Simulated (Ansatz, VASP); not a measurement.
# Two plane-wave programs on Re

```
CELL_PARAMETERS angstrom
2.76031 0.00000 0.00000
-1.38016 2.39050 0.00000
0.00000 0.00000 8.90267
ATOMIC_POSITIONS crystal
Re 0.00000 0.00000 0.00000
Re 0.33333 0.66667 0.25000
Re 0.00000 0.00000 0.50000
Re 0.66667 0.33333 0.75000
```

Alike in both runs: functional r2SCAN; k mesh 18 × 18 × 6; occupations gaussian, width 0.1 eV; no spin polarisation.

Ansatz relaxed the structure, and its values are those at the end. VASP's run is a single point on that final structure, the one shown.

```csv
,VASP,Ansatz
version,VASP 6.6.1,Ansatz 0.2.0
potentials or method,"VASP PAW PBE potentials, release 64 (Re), cutoff 520 eV","scalar-relativistic, plane waves, PAW"
valence electrons in the cell,28,60
```

VASP gave:

| Item | Value |
| --- | --- |
| gap on the k mesh at the Fermi level (eV) | none |
| pressure (GPa) | 0.1 |

Question: Which values does Ansatz return?

Answer: gap on the k mesh at the Fermi level (eV): none; pressure (GPa): 0.0.

VASP's potentials were made for PBE, not for r2SCAN. A gap of «none» marks a metal or a gap that the smearing closes. The functional is the same, so the differences come from potentials, cutoffs and numerics. VASP's potentials hold 28 valence electrons a cell and Ansatz's 60, so a difference there can come from the potentials and not from the codes.

Spin-orbit coupling is off throughout.
